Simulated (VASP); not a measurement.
# Te (P6_3/mmc) in VASP: a series of runs, part 2 of 2

VASP 6.6.1. Earlier steps stand in the parts before.

## 4. Relaxation of cell and atoms, PBE

This run uses another cell than the first one, of 37.20 Å³/atom, 1.003 times its volume.

Contents of INCAR:

```
SYSTEM = Te
PREC = Accurate ; ENCUT = 600
EDIFF = 1E-6 ; ISMEAR = 0
SIGMA = 0.1 ; LREAL = .FALSE.
LASPH = .TRUE. ; NELM = 80
ALGO = Normal ; ISIF = 3
LWAVE = .FALSE. ; LCHARG = .FALSE.
GGA = PE ; IBRION = 2
NSW = 90 ; EDIFFG = -0.04
```

Contents of KPOINTS:

```
regular mesh
0
G
  6 6 4
  0 0 0
```

Contents of POSCAR:

```
Te
1.0
    5.1825814686      0.0000000000      0.0000000000
   -2.5912907343      4.4882472090      0.0000000000
    0.0000000000      0.0000000000      6.3975202679
Te
4
Direct
    0.0000000000      0.0000000000      0.2500000000
    0.0000000000      0.0000000000      0.7500000000
    0.3333333333      0.6666666667      0.7500000000
    0.6666666667      0.3333333333      0.2500000000
```

Potentials or basis: VASP PAW PBE potentials, release 64 (Te).

On the command line:

```bash
$ cat potpaw_PBE.64/Te/POTCAR > POTCAR
$ mpirun -np 1 vasp_std > vasp.out
```

OUTCAR:

```text
SYSTEM = Te
   PREC = Accurate
   ENCUT = 600
   EDIFF = 1E-6
   ISMEAR = 0
   LREAL = .FALSE.
   LASPH = .TRUE.
   NELM = 80
   ISIF = 3
   GGA = PE
   IBRION = 2
   NSW = 90
   EDIFFG = -0.04

 ion  position               nearest neighbor table
   1  0.000  0.000  0.250-   4 2.99   4 2.99   4 2.99   2 3.20   2 3.20
   2  0.000  0.000  0.750-   3 2.99   3 2.99   3 2.99   1 3.20   1 3.20
   3  0.333  0.667  0.750-   2 2.99   2 2.99   2 2.99
   4  0.667  0.333  0.250-   1 2.99   1 2.99   1 2.99

  LATTYP: Found a hexagonal cell.
 ALAT       =     5.1825814686
 C/A-ratio  =     1.2344273422

  Lattice vectors:

 A1 = (   5.1825814686,   0.0000000000,   0.0000000000)
 A2 = (  -2.5912907343,   4.4882472090,   0.0000000000)
 A3 = (   0.0000000000,   0.0000000000,   6.3975202679)

Analysis of symmetry for initial positions (statically):
=====================================================================
 Subroutine PRICEL returns:
 Original cell was already a primitive cell.

 Routine SETGRP: Setting up the symmetry group for a
 hexagonal supercell.

 Subroutine GETGRP returns: Found 24 space group operations
 (whereof 12 operations were pure point group operations)
 out of a pool of 24 trial point group operations.

The static configuration has the point symmetry D_3d.
 The point group associated with its full space group is D_6h.

Analysis of symmetry for dynamics (positions and initial velocities):
=====================================================================
 Subroutine PRICEL returns:
 Original cell was already a primitive cell.

 Routine SETGRP: Setting up the symmetry group for a
 hexagonal supercell.

 Subroutine GETGRP returns: Found 24 space group operations
 (whereof 12 operations were pure point group operations)
 out of a pool of 24 trial point group operations.

The dynamic configuration has the point symmetry D_3d.
 The point group associated with its full space group is D_6h.

 Subroutine INISYM returns: Found 24 space group operations
 (whereof 12 operations are pure point group operations),
 and found     1 'primitive' translations

----------------------------------------------------------------------------------------

                                     Primitive cell

  volume of cell :     148.8108

  direct lattice vectors                    reciprocal lattice vectors
     5.182581469  0.000000000  0.000000000     0.192954034  0.111402063  0.000000000
    -2.591290734  4.488247209  0.000000000     0.000000000  0.222804127  0.000000000
     0.000000000  0.000000000  6.397520268     0.000000000  0.000000000  0.156310564

  length of vectors
     5.182581469  5.182581469  6.397520268     0.222804127  0.222804127  0.156310564

  position of ions in fractional coordinates (direct lattice)
     0.000000000  0.000000000  0.250000000
     0.000000000  0.000000000  0.750000000
     0.333333333  0.666666667  0.750000000
     0.666666667  0.333333333  0.250000000

  ion indices of the primitive-cell ions
   primitive index   ion index
                 1           1
                 2           2
                 3           3
                 4           4

----------------------------------------------------------------------------------------

 KPOINTS: regular mesh

Automatic generation of k-mesh.
 Grid dimensions read from file:
 generate k-points for:    6    6    4

 Generating k-lattice:

  Cartesian coordinates                     Fractional coordinates (reciprocal lattice)
     0.032159006  0.018567011  0.000000000     0.166666667  0.000000000  0.000000000
     0.000000000  0.037134021  0.000000000     0.000000000  0.166666667  0.000000000
     0.000000000  0.000000000  0.039077641     0.000000000  0.000000000  0.250000000

  Length of vectors
     0.037134021  0.037134021  0.039077641

  Shift w.r.t. Gamma in fractional coordinates (k-lattice)
     0.000000000  0.000000000  0.000000000

 Subroutine IBZKPT returns following result:
 ===========================================

 Found     21 irreducible k-points:

 Following reciprocal coordinates:
            Coordinates               Weight
  0.000000  0.000000  0.000000      1.000000
  0.166667 -0.000000  0.000000      6.000000
  0.333333 -0.000000  0.000000      6.000000
  0.500000  0.000000  0.000000      3.000000
  0.166667  0.166667  0.000000      6.000000
  0.333333  0.166667  0.000000     12.000000
[... 13 lines left out ...]
  0.333333  0.166667  0.500000     12.000000
  0.333333  0.333333  0.500000      2.000000
   k-points           NKPTS =     21   k-points in BZ     NKDIM =     21   number of bands    NBANDS=     16
   number of dos      NEDOS =    301   number of ions     NIONS =      4
   total plane-waves  NPLWV =  95256
   dimension x,y,z NGX =    42 NGY =   42 NGZ =   54
   dimension x,y,z NGXF=    84 NGYF=   84 NGZF=  108
   ions per type =               4
   NGX,Y,Z   is equivalent  to a cutoff of  13.47, 13.47, 14.03 a.u.
   NGXF,Y,Z  is equivalent  to a cutoff of  26.95, 26.95, 28.06 a.u.
 SYSTEM =  Te
   PREC   = accura    normal or accurate (medium, high low for compatibility)
   ISTART =      0    job   : 0-new  1-cont  2-samecut
   ICHARG =      2    charge: 1-file 2-atom 10-const
   ISPIN  =      1    spin polarized calculation?
   LNONCOLLINEAR =      F non collinear calculations
   LSORBIT =      F    spin-orbit coupling
   LASPH  =      T    aspherical Exc in radial PAW
   ENCUT  =  600.0 eV  44.10 Ry    6.64 a.u.  10.35 10.35 12.78*2*pi/ulx,y,z
   NELM   =     80;   NELMIN=  2; NELMDL= -5     # of ELM steps
   EDIFF  = 0.1E-05   stopping-criterion for ELM
   LREAL  =      F    real-space projection
   EDIFFG = -.4E-01   stopping-criterion for IOM
   NSW    =     90    number of steps for IOM
   IBRION =      2    ionic relax: 0-MD 1-quasi-New 2-CG
   NFREE  =      1    steps in history (QN), initial steepest desc. (CG)
   ISIF   =      3    stress and relaxation
   ISYM   =      2    0-nonsym 1-usesym 2-fastsym
   POTIM  = 0.5000    time-step for ionic-motion
   TEBEG  =    0.0;   TEEND  =   0.0 temperature during run
   PSTRESS=    0.0 pullay stress
   NELECT =      24.0000    total number of electrons
   NUPDOWN=      -1.0000    fix difference up-down
   EMIN   =  10.00;   EMAX   =-10.00  energy-range for DOS
   EFERMI =   0.00;   METHOD = LEGACY
   ISMEAR =     0;   SIGMA  =   0.10  broadening in eV -4-tet -1-fermi 0-gaus
   EFERMI_NEDOS =   21; number of points for ismear=-14 and -15
   IALGO  =     38    algorithm
   IMIX   =      4    mixing-type and parameters
     AMIX     =   0.40;   BMIX     =  1.00
     AMIX_MAG =   1.60;   BMIX_MAG =  1.00
  volume/ion in A,a.u.               =      37.20       251.06
  Fermi-wavevector in a.u.,A,eV,Ry     =   0.891115  1.683963 10.804193  0.794086
  Thomas-Fermi vector in A             =   2.012893
   LORBIT       =      0    0 simple, 1 ext, 2 COOP (PROOUT), +10 PAW based schemes
   GGA     = PE    functional components
   LHFCALC =     F    Hartree Fock is set to
   AEXX    =    0.0000 exact exchange contribution
   IVDW    =     0    specifies the selected vdW correction
   LEPSILON=     F    determine dielectric tensor
   LRPA    =     F    only Hartree local field effects (RPA)
 conjugate gradient relaxation of ions
 non-spin polarized calculation
 Gauss-broadening in eV      SIGMA  =   0.10
  energy-cutoff  :      600.00
  volume of cell :      148.81
 maximum number of plane-waves:      4988
 NGX is ok and might be reduce to    42
   NGX = 21   NGY = 21   NGZ = 25

--------------------------------------- Ionic step        1  -------------------------------------------

 number of electron      23.9999997 magnetization

 Free energy of the ion-electron system (eV)
  ---------------------------------------------------
  ext. energy  EPLUGINS =         0.00000000
  ---------------------------------------------------
  free energy    TOTEN  =       -11.20103798 eV

  energy without entropy =      -11.17319504  energy(sigma->0) =      -11.18711651

------------------------ aborting loop because EDIFF is reached ----------------------------------------

  FORCE on cell =-STRESS in cart. coord.  units (eV):
  Direction    XX          YY          ZZ          XY          YZ          ZX
  --------------------------------------------------------------------------------------
  -------------------------------------------------------------------------------------
  Total        1.8266697      1.8266697     -1.7742641      0.0000000      0.0000000      0.0000000
  in kB       19.6669056     19.6669056    -19.1026785      0.0000000      0.0000000      0.0000000
  external PRESSURE =       6.7437109 kB  Pullay stress =       0.0000000 kB
[... 175 lines left out ...]
  energy  without entropy=      -11.2749331713  energy(sigma->0) =      -11.28372172

--------------------------------------- Ionic step        6  -------------------------------------------

 number of electron      24.0000001 magnetization

 Free energy of the ion-electron system (eV)
  ---------------------------------------------------
  ext. energy  EPLUGINS =         0.00000000
  ---------------------------------------------------
  free energy    TOTEN  =       -11.29337987 eV

  energy without entropy =      -11.27545770  energy(sigma->0) =      -11.28441879

 E-fermi :   5.0512     XC(G=0):  -8.6649

 val. band max:        5.0454884919   @ k =   0.1667  -0.0000   0.0000
 cond. band min:       5.1482836745   @ k =   0.1667   0.1667   0.2500
 fundamental gap:      0.1027951826
 Fermi energy:         5.0512122526

 k-point     1 :       0.0000    0.0000    0.0000
  band No.  band energies     occupation
      1      -8.4506      2.00000
      2      -6.7788      2.00000
      3      -4.5608      2.00000
      4      -3.4644      2.00000
      5      -0.6432      2.00000
      6       0.6855      2.00000
[... 8 lines left out ...]
     15       5.4320      0.00000
     16       8.4116      0.00000
[... 409 lines left out ...]
  FREE ENERGIE OF THE ION-ELECTRON SYSTEM (eV)
  ---------------------------------------------------
  free  energy   TOTEN  =       -11.2933798690 eV

  energy  without entropy=      -11.2754577016  energy(sigma->0) =      -11.28441879

 reached required accuracy - stopping structural energy minimisation
```

OSZICAR:

```text
N       E                     dE             d eps       ncg     rms          rms(c)
DAV:   1     0.119648485825E+03    0.11965E+03   -0.96538E+03   672   0.133E+03
DAV:   2    -0.362737635366E+01   -0.12328E+03   -0.12225E+03   984   0.178E+02
DAV:   3    -0.111651886894E+02   -0.75378E+01   -0.74855E+01   824   0.502E+01
[... 48 lines left out ...]
DAV:   2    -0.112942983798E+02    0.17744E-02   -0.57697E-03   672   0.445E-01    0.204E-01
DAV:   3    -0.112936674943E+02    0.63089E-03   -0.74107E-04   672   0.143E-01    0.103E-01
DAV:   4    -0.112933882136E+02    0.27928E-03   -0.49413E-04   688   0.103E-01    0.498E-02
DAV:   5    -0.112933794172E+02    0.87964E-05   -0.56352E-05   800   0.383E-02    0.666E-02
DAV:   6    -0.112933798690E+02   -0.45177E-06   -0.28584E-06   584   0.108E-02
   6 F= -.11293380E+02 E0= -.11284419E+02  d E =-.869607E-03
```

It took 1.9 min on 1 thread of Intel Xeon 6975P-C (Granite Rapids), shared host; peak memory 0.32 GiB.

What came out:

```
Free energy                            : -11.2934 eV
Relaxed volume                         : 37.00 Å³/atom
Relaxed cell                           : a = 5.292 Å, b = 5.292 Å, c = 6.103 Å, α = 90.00°, β = 90.00°, γ = 120.00°
Space group after relaxing (to 0.05 Å) : P6_3/mmc (No. 194)
Energy gained by relaxing              : 23.1 meV/atom
Ionic steps                            : 6
Pressure after relaxing                : 0.0 GPa
```

The path:
| step | energy change (eV) | largest force (eV/Å) | pressure (GPa) | volume (Å³) |
| --- | --- | --- | --- | --- |
| 1 | 0.0000 | 0.0000 | 0.67 | 148.81 |
| 2 | -0.0720 | 0.0000 | -0.64 | 152.11 |
| 3 | -0.0749 | 0.0000 | -0.89 | 152.84 |
| 4 | -0.0915 | 0.0000 | -0.19 | 148.84 |
| 5 | -0.0915 | 0.0000 | -0.19 | 148.84 |
| 6 | -0.0923 | 0.0000 | 0.05 | 148.02 |

Final structure:
```cif
data_structure
_symmetry_space_group_name_H-M 'P 1'
_symmetry_Int_Tables_number 1
_cell_length_a 5.2918
_cell_length_b 5.2918
_cell_length_c 6.1035
_cell_angle_alpha 90.000
_cell_angle_beta 90.000
_cell_angle_gamma 120.000
_cell_volume 148.02
loop_
_atom_site_label
_atom_site_type_symbol
_atom_site_fract_x
_atom_site_fract_y
_atom_site_fract_z
_atom_site_occupancy
Te1 Te 0.00000 0.00000 0.25000 1
Te2 Te 0.00000 0.00000 0.75000 1
Te3 Te 0.33333 0.66667 0.75000 1
Te4 Te 0.66667 0.33333 0.25000 1
```

Caveat: the bands computed are all filled at some k points, so no gap is given; spin-orbit coupling is left out, which moves the levels of the heavy elements.

## 5. Overview

| task | cell | k mesh | cutoff (eV) | gap on the mesh (eV) | pressure (GPa) | relaxed volume (Å³/atom) |
| --- | --- | --- | --- | --- | --- | --- |
| single point | a = 5.299, b = 5.299, c = 6.103 Å, angles 90.0, 90.0, 120.0°, 4 atoms | 6 × 6 × 4 | 520 | none | -0.1 | - |
| relaxation of cell and atoms | relaxed from a = 3.936, b = 3.936, c = 10.720 Å, angles 90.0, 90.0, 120.0°, 4 atoms | 6 × 6 × 2 | 600 | none | 0.0 | 60.22 |
| relaxation of cell and atoms | relaxed from a = 5.183, b = 5.183, c = 6.398 Å, angles 90.0, 90.0, 120.0°, 4 atoms | 6 × 6 × 4 | 600 | - | 0.0 | 37.00 |

Alike in all rows: level PBE; potentials or basis VASP PAW PBE potentials, release 64 (Te); no spin polarisation; smearing gaussian 0.1 eV.

Caveats: spin-orbit coupling is left out, which moves the levels of the heavy elements; the volume moved by over 15 % at a fixed basis, so the end points are rough (some runs); this functional lacks dispersion, which binds the layers, so the pressure and a relaxed spacing across them are unreliable (some runs); the bands computed are all filled at some k points, so no gap is given (some runs).

Absolute energies hang on the potentials; compare differences alone.
